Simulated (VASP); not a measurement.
# Zn8HO8 (a cell with a defect) in VASP: a series of runs

The runs below take Zn8HO8 (a cell with a defect) through single point, with PBE.

Everything below comes from runs of VASP 6.6.1. Logs are shortened: lines on timing, memory, paths and dates and some standing lists are left out, and cuts for length are marked.

## 1. The cell of the first run

The cell holds a defect, 17 atoms: a = 6.507 Å, b = 5.635 Å, c = 5.207 Å, α = 90.00°, β = 90.00°, γ = 90.00°.

## 2. Single point, PBE, collinear spin, ferromagnetic start

Input file INCAR:

```
SYSTEM = Zn8HO8
  PREC = Accurate
  ENCUT = 520
  EDIFF = 1E-6
  ISMEAR = -1
  SIGMA = 0.02
  LREAL = Auto
  LASPH = .True.
  NELM = 150
  ALGO = Normal
  ISIF = 2
  LWAVE = .False.
  LCHARG = .False.
  ISPIN = 2
  MAGMOM = 0 0 0 0 0 0 0 0 0 0 0 0 0 0 0 0 1
  LORBIT = 11
  GGA = PE
  NBANDS = 90
```

Input file KPOINTS:

```
Automatic mesh
0
Gamma
  2 2 2
  0 0 0
```

Input file POSCAR:

```
Zn8HO8
1.0
   -3.2533000000     -5.6348810000      0.0000000000
    4.8799500000     -2.8174400000      0.0000000000
    0.0000000000      0.0000000000      5.2073000000
Zn O H
8 8 1
Direct
    0.5071697131      0.3599576282      0.0445528393
    0.4709501429      0.6757737477      0.5176771071
    0.1954154044      0.8326201980      0.0139035585
    0.2458683544      0.1759615400      0.5590421140
   -0.0022937311      0.3521015184      0.0100435926
   -0.0499488676      0.6870974803      0.5050986116
    0.7049258425      0.8371879309      0.0207593186
    0.7411168169      0.1926198712      0.4960728208
    0.4769895264      0.3504318745      0.4254604113
    0.4656159848      0.6664593865      0.8895012771
    0.1926761534      0.8657124212      0.3880513894
    0.2337600302      0.1802664999      0.9212259712
   -0.0033187747      0.3465205648      0.4129971386
   -0.0641267367      0.6857808969      0.8981429916
    0.6939355735      0.8550867532      0.3889155608
    0.7231758483      0.1517654868      0.8969523553
    0.3877313628      0.9869171698      0.6554260365
```

Potentials or basis: VASP PAW PBE potentials, release 64 (Zn, O, H).

Launch:

```console
cat potpaw_PBE.64/Zn/POTCAR potpaw_PBE.64/O/POTCAR potpaw_PBE.64/H/POTCAR > POTCAR
mpirun -np 1 vasp_std > vasp.out
```

OUTCAR:

```text
SYSTEM = Zn8HO8
   PREC = Accurate
   ENCUT = 520
   EDIFF = 1E-6
   ISMEAR = -1
   LREAL = Auto
   LASPH = .True.
   NELM = 150
   ISIF = 2
   ISPIN = 2
   LORBIT = 11
   GGA = PE

 ion  position               nearest neighbor table
   1  0.507  0.360  0.045-  10 1.93  16 1.99   9 1.99  12 2.15   8 2.96   7 2.98
   2  0.471  0.676  0.518-  15 1.89   9 1.90  10 1.94  11 2.21
   3  0.195  0.833  0.014-  11 1.96  14 1.97  12 2.03  10 2.09   5 3.00
   4  0.246  0.176  0.559-  17 1.50  12 1.89   9 1.93  11 1.99  13 2.03   5 3.02
   5  0.998  0.352  0.010-  12 1.87  14 2.01  13 2.10  16 2.19   3 3.00   4 3.02
   6  0.950  0.687  0.505-  11 1.97  13 2.00  15 2.01  14 2.05
   7  0.705  0.837  0.021-  14 1.84  16 1.89  15 1.92  10 1.95   1 2.98
   8  0.741  0.193  0.496-  13 1.92   9 1.97  15 2.01  16 2.10   1 2.96
   9  0.477  0.350  0.425-   2 1.90   4 1.93   8 1.97   1 1.99
  10  0.466  0.666  0.890-   1 1.93   2 1.94   7 1.95   3 2.09
  11  0.193  0.866  0.388-   3 1.96   6 1.97   4 1.99   2 2.21
  12  0.234  0.180  0.921-   5 1.87   4 1.89   3 2.03   1 2.15
  13  0.997  0.347  0.413-   8 1.92   6 2.00   4 2.03   5 2.10
  14  0.936  0.686  0.898-   7 1.84   3 1.97   5 2.01   6 2.05
  15  0.694  0.855  0.389-   2 1.89   7 1.92   8 2.01   6 2.01
  16  0.723  0.152  0.897-   7 1.89   1 1.99   8 2.10   5 2.19
  17  0.388  0.987  0.655-   4 1.50

  LATTYP: Found a simple orthorhombic cell.
 ALAT       =     5.2073000000
 B/A-ratio  =     1.0821117795
 C/A-ratio  =     1.2495151217

  Lattice vectors:

 A1 = (   0.0000000000,   0.0000000000,  -5.2073000000)
 A2 = (   4.8799500000,  -2.8174400000,   0.0000000000)
 A3 = (  -3.2533000000,  -5.6348810000,   0.0000000000)

Analysis of symmetry for initial positions (statically):
=====================================================================
 Subroutine PRICEL returns:
 Original cell was already a primitive cell.

 Routine SETGRP: Setting up the symmetry group for a
 simple orthorhombic supercell.

 Subroutine GETGRP returns: Found  1 space group operations
 (whereof  1 operations were pure point group operations)
 out of a pool of  8 trial point group operations.

The static configuration has the point symmetry C_1 .

Analysis of symmetry for dynamics (positions and initial velocities):
=====================================================================
 Subroutine PRICEL returns:
 Original cell was already a primitive cell.

 Routine SETGRP: Setting up the symmetry group for a
 simple orthorhombic supercell.

 Subroutine GETGRP returns: Found  1 space group operations
 (whereof  1 operations were pure point group operations)
 out of a pool of  8 trial point group operations.

The dynamic configuration has the point symmetry C_1 .

Analysis of structural, dynamic, and magnetic symmetry:
=====================================================================
 Subroutine PRICEL returns:
 Original cell was already a primitive cell.

 Routine SETGRP: Setting up the symmetry group for a
 simple orthorhombic supercell.

 Subroutine GETGRP returns: Found  1 space group operations
 (whereof  1 operations were pure point group operations)
 out of a pool of  8 trial point group operations.

The overall configuration has the point symmetry C_1 .

 Subroutine INISYM returns: Found  1 space group operations
 (whereof  1 operations are pure point group operations),
 and found     1 'primitive' translations

----------------------------------------------------------------------------------------

                                     Primitive cell

  volume of cell :     190.9200

  direct lattice vectors                    reciprocal lattice vectors
    -3.253300000 -5.634881000  0.000000000    -0.076845039 -0.133099534  0.000000000
     4.879950000 -2.817440000  0.000000000     0.153690106 -0.088733022  0.000000000
     0.000000000  0.000000000  5.207300000     0.000000000  0.000000000  0.192038100

  length of vectors
     6.506600093  5.634880669  5.207300000     0.153690097  0.177466047  0.192038100

  position of ions in fractional coordinates (direct lattice)
     0.507169713  0.359957628  0.044552839
     0.470950143  0.675773748  0.517677107
     0.195415404  0.832620198  0.013903558
     0.245868354  0.175961540  0.559042114
     0.997706269  0.352101518  0.010043593
     0.950051132  0.687097480  0.505098612
[... 9 lines left out ...]
     0.723175848  0.151765487  0.896952355
     0.387731363  0.986917170  0.655426037

  ion indices of the primitive-cell ions
   primitive index   ion index
                 1           1
                 2           2
                 3           3
                 4           4
                 5           5
                 6           6
[... 9 lines left out ...]
                16          16
                17          17

----------------------------------------------------------------------------------------

 KPOINTS: Automatic mesh

Automatic generation of k-mesh.
 Grid dimensions read from file:
 generate k-points for:    2    2    2

 Generating k-lattice:

  Cartesian coordinates                     Fractional coordinates (reciprocal lattice)
    -0.038422520 -0.066549767  0.000000000     0.500000000  0.000000000  0.000000000
     0.076845053 -0.044366511  0.000000000    -0.000000000  0.500000000  0.000000000
     0.000000000  0.000000000  0.096019050     0.000000000  0.000000000  0.500000000

  Length of vectors
     0.076845049  0.088733024  0.096019050

  Shift w.r.t. Gamma in fractional coordinates (k-lattice)
     0.000000000  0.000000000  0.000000000

 Subroutine IBZKPT returns following result:
 ===========================================

 Found      8 irreducible k-points:

 Following reciprocal coordinates:
            Coordinates               Weight
  0.000000  0.000000  0.000000      1.000000
  0.500000  0.000000  0.000000      1.000000
  0.000000  0.500000  0.000000      1.000000
  0.500000  0.500000  0.000000      1.000000
  0.000000  0.000000  0.500000      1.000000
  0.500000  0.000000  0.500000      1.000000
  0.000000  0.500000  0.500000      1.000000
  0.500000  0.500000  0.500000      1.000000
   k-points           NKPTS =      8   k-points in BZ     NKDIM =      8   number of bands    NBANDS=     90
   number of dos      NEDOS =    301   number of ions     NIONS =     17
   total plane-waves  NPLWV =  80640
   dimension x,y,z NGX =    48 NGY =   42 NGZ =   40
   dimension x,y,z NGXF=    96 NGYF=   84 NGZF=   80
   ions per type =               8   8   1
   NGX,Y,Z   is equivalent  to a cutoff of  12.26, 12.39, 12.77 a.u.
   NGXF,Y,Z  is equivalent  to a cutoff of  24.53, 24.78, 25.54 a.u.
 SYSTEM =  Zn8HO8
   PREC   = accura    normal or accurate (medium, high low for compatibility)
   ISTART =      0    job   : 0-new  1-cont  2-samecut
   ICHARG =      2    charge: 1-file 2-atom 10-const
   ISPIN  =      2    spin polarized calculation?
   LNONCOLLINEAR =      F non collinear calculations
   LSORBIT =      F    spin-orbit coupling
   LASPH  =      T    aspherical Exc in radial PAW
   ENCUT  =  520.0 eV  38.22 Ry    6.18 a.u.  12.10 10.48  9.68*2*pi/ulx,y,z
   NELM   =    150;   NELMIN=  2; NELMDL= -5     # of ELM steps
   EDIFF  = 0.1E-05   stopping-criterion for ELM
   LREAL  =      T    real-space projection
   EDIFFG = 0.1E-04   stopping-criterion for IOM
   NSW    =      0    number of steps for IOM
   IBRION =     -1    ionic relax: 0-MD 1-quasi-New 2-CG
   NFREE  =      0    steps in history (QN), initial steepest desc. (CG)
   ISIF   =      2    stress and relaxation
   ISYM   =      2    0-nonsym 1-usesym 2-fastsym
   POTIM  = 0.5000    time-step for ionic-motion
   TEBEG  =    0.0;   TEEND  =   0.0 temperature during run
   PSTRESS=    0.0 pullay stress
   NELECT =     145.0000    total number of electrons
   NUPDOWN=      -1.0000    fix difference up-down
   EMIN   =  10.00;   EMAX   =-10.00  energy-range for DOS
   EFERMI =   0.00;   METHOD = LEGACY
   ISMEAR =    -1;   SIGMA  =   0.02  broadening in eV -4-tet -1-fermi 0-gaus
   EFERMI_NEDOS =   21; number of points for ismear=-14 and -15
   IALGO  =     38    algorithm
   IMIX   =      4    mixing-type and parameters
     AMIX     =   0.40;   BMIX     =  1.00
     AMIX_MAG =   1.60;   BMIX_MAG =  1.00
  volume/ion in A,a.u.               =      11.23        75.79
  Fermi-wavevector in a.u.,A,eV,Ry     =   1.493644  2.822577 30.354211  2.230972
  Thomas-Fermi vector in A             =   2.606018
   LORBIT       =     11    0 simple, 1 ext, 2 COOP (PROOUT), +10 PAW based schemes
   GGA     = PE    functional components
   LHFCALC =     F    Hartree Fock is set to
   AEXX    =    0.0000 exact exchange contribution
   IVDW    =     0    specifies the selected vdW correction
   LEPSILON=     F    determine dielectric tensor
   LRPA    =     F    only Hartree local field effects (RPA)
 spin polarized calculation
  energy-cutoff  :      520.00
  volume of cell :      190.92
 maximum number of plane-waves:      5152
   NGX = 25   NGY = 21   NGZ = 19

 number of electron     145.0000032 magnetization       0.7499733

 Free energy of the ion-electron system (eV)
  ---------------------------------------------------
  ext. energy  EPLUGINS =         0.00000000
  ---------------------------------------------------
  free energy    TOTEN  =       -70.76647288 eV

  energy without entropy =      -70.76604906  energy(sigma->0) =      -70.76626097

 E-fermi :   2.3435     XC(G=0): -11.0108

 val. band max:        2.2481691549   @ k =   0.5000   0.5000   0.0000
 cond. band min:       2.4270850457   @ k =   0.5000   0.0000   0.5000
 fundamental gap:      0.1789158907
 Fermi energy:         2.3434733771

 spin component 1

 k-point     1 :       0.0000    0.0000    0.0000
  band No.  band energies     occupation
      1     -16.9753      1.00000
      2     -16.4613      1.00000
      3     -16.3843      1.00000
      4     -16.1792      1.00000
      5     -16.1530      1.00000
      6     -15.9763      1.00000
[... 685 lines left out ...]
     83       9.5314      0.00000
     84       9.8540      0.00000
 Fermi energy:         2.3434733771

 spin component 2

 k-point     1 :       0.0000    0.0000    0.0000
  band No.  band energies     occupation
      1     -16.9165      1.00000
      2     -16.4296      1.00000
      3     -16.2865      1.00000
      4     -16.1320      1.00000
      5     -16.1034      1.00000
      6     -15.9120      1.00000
[... 685 lines left out ...]
     83       9.5599      0.00000
     84       9.8941      0.00000
 [bands above 84 left out]

------------------------ aborting loop because EDIFF is reached ----------------------------------------

  FORCE on cell =-STRESS in cart. coord.  units (eV):
  Direction    XX          YY          ZZ          XY          YZ          ZX
  --------------------------------------------------------------------------------------
  -------------------------------------------------------------------------------------
  Total       12.0933269      9.4954832     11.9840178     -0.8427416      2.3094311      0.9372742
  in kB      101.4857201     79.6849337    100.5684117     -7.0721841     19.3804635      7.8654904
  external PRESSURE =      93.9130219 kB  Pullay stress =       0.0000000 kB

 VOLUME and BASIS-vectors are now :
 -----------------------------------------------------------------------------
  energy-cutoff  :      520.00
  volume of cell :      190.92
      direct lattice vectors                 reciprocal lattice vectors
    -3.253300000 -5.634881000  0.000000000    -0.076845039 -0.133099534  0.000000000
     4.879950000 -2.817440000  0.000000000     0.153690106 -0.088733022  0.000000000
     0.000000000  0.000000000  5.207300000     0.000000000  0.000000000  0.192038100

 POSITION                                       TOTAL-FORCE (eV/Angst)
 -----------------------------------------------------------------------------------
      0.10660     -3.87200      0.23200        -0.663923      0.888056     -0.421458
      1.76560     -4.55770      2.69570         1.267595      0.617664      0.079832
      3.42740     -3.44700      0.07240        -0.086715     -0.704932     -0.045449
      0.05880     -1.88120      2.91110         1.701948      0.925107     -1.857228
     -1.52760     -6.61398      0.05230         0.694294      1.172311      0.459280
      0.26220     -7.28928      2.63020        -0.065957     -0.087039      0.272417
[... 9 lines left out ...]
     -1.61210     -4.50260      4.67070         1.404078     -1.546738     -0.194325
      3.55470     -4.96540      3.41300        -1.820353     -0.603287      0.539904
 -----------------------------------------------------------------------------------
    total drift:                               -0.008096     -0.004141      0.000228

  FREE ENERGIE OF THE ION-ELECTRON SYSTEM (eV)
  ---------------------------------------------------
  free  energy   TOTEN  =       -70.7664728825 eV

  energy  without entropy=      -70.7660490556  energy(sigma->0) =      -70.76626097

 total charge

# of ion       s       p       d       tot
------------------------------------------
    1        0.466   0.462   9.884  10.812
    2        0.481   0.530   9.903  10.914
    3        0.452   0.448   9.884  10.785
    4        0.523   0.610   9.887  11.020
    5        0.463   0.441   9.877  10.782
    6        0.458   0.459   9.887  10.803
[... 9 lines left out ...]
   16        1.556   3.424   0.000   4.979
   17        0.501   0.020   0.000   0.520
--------------------------------------------------
tot         16.766  31.609  79.161 127.537

 magnetization (x)

# of ion       s       p       d       tot
------------------------------------------
    1        0.002   0.003   0.002   0.007
    2       -0.001   0.002   0.012   0.013
    3       -0.000   0.003   0.005   0.007
    4        0.001   0.017   0.064   0.082
    5        0.004   0.004   0.003   0.011
    6        0.000   0.003   0.004   0.006
[... 9 lines left out ...]
   16        0.000   0.011   0.000   0.011
   17        0.173   0.001   0.000   0.173
--------------------------------------------------
tot          0.198   0.303   0.092   0.593
```

Run time: 18 min. Hardware: 1 thread of AMD EPYC 7R13, shared host; peak memory 0.4 GiB.

Results:

```yaml
Free_energy: -70.7665 eV
Pressure: 9.4 GPa
Largest_force: 2.684 eV/Å
Net_moment: 0.75 μB per cell
Site_moments: Zn +0.01, +0.08, +0.00, -0.00; O +0.02, +0.03, +0.10, +0.08, +0.01; H +0.17 μB
Valence_electrons_inside_the_program's_atomic_spheres: Zn 10.81, 10.91, 10.79, 11.02, 10.78, 10.80, 11.04; O 5.03, 5.01, 4.98, 4.99, 5.02; H 0.52
```

Forces on the atoms (eV/Å):
```
Zn  -0.664  0.888 -0.421
Zn   1.268  0.618  0.080
Zn  -0.087 -0.705 -0.045
Zn   1.702  0.925 -1.857
Zn   0.694  1.172  0.459
Zn  -0.066 -0.087  0.272
Zn   0.969  0.638  0.109
Zn  -0.440  0.484  0.968
O   -0.144 -0.551 -1.079
O    0.628  0.865  0.850
O   -0.954  0.468 -0.087
O   -0.212 -0.311  1.140
O    0.335 -0.201 -0.356
O   -2.193 -0.997 -0.764
O   -0.421 -1.056  0.386
O    1.404 -1.547 -0.194
H   -1.820 -0.603  0.540
```

Caveat: the k points lie up to 0.60 Å⁻¹ apart.

(Continued in part 2 of 2.)
